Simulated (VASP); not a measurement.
GaSb, 2 atoms in the cell. Symmetry: I-4m2, No. 119, tetragonal system. The conventional cell has a = 4.314 Å, b = 4.314 Å, c = 6.442 Å, α = 90.00°, β = 90.00°, γ = 90.00°. Ga (site symmetry -4m2) has 4 Sb at 2.69 Å within 3.5 Å. Sb (site symmetry -4m2) has 4 Ga at 2.69 Å within 3.5 Å.  This cell differs from its parent crystal: strain +e along x and -e along y +0.0000, strain +e along z and -e/2 along x and y +0.0367.

```yaml
Program: VASP 6.6.1
Task: single point
Functional: PBE
Potentials_or_basis: VASP PAW PBE potentials, release 64 (Ga_d, Sb)
Cutoff: 500 eV
k_mesh: 12 × 12 × 12
Occupations: gaussian, width 0.15 eV
Spin: no spin polarisation
Dipole_correction: no
Further_INCAR_settings: ALGO = Normal; EDIFF = 1e-06; NBANDS = 16
```

Potentials or basis: VASP PAW PBE potentials, release 64 (Ga_d, Sb).

Run with:

```bash
$ cat potpaw_PBE.64/Ga_d/POTCAR potpaw_PBE.64/Sb/POTCAR > POTCAR
$ mpirun -np 1 vasp_std > vasp.out
```

Hardware: 1 thread of Intel(R) Xeon(R) 6975P-C (Granite Rapids), with other jobs on the host.

Question: How long does it take, and how much memory?

Answer: It took 45 s on 1 thread of Intel(R) Xeon(R) 6975P-C (Granite Rapids), on a shared host, peak memory 0.28 GiB. Counts: scf iterations 13, k points 163.
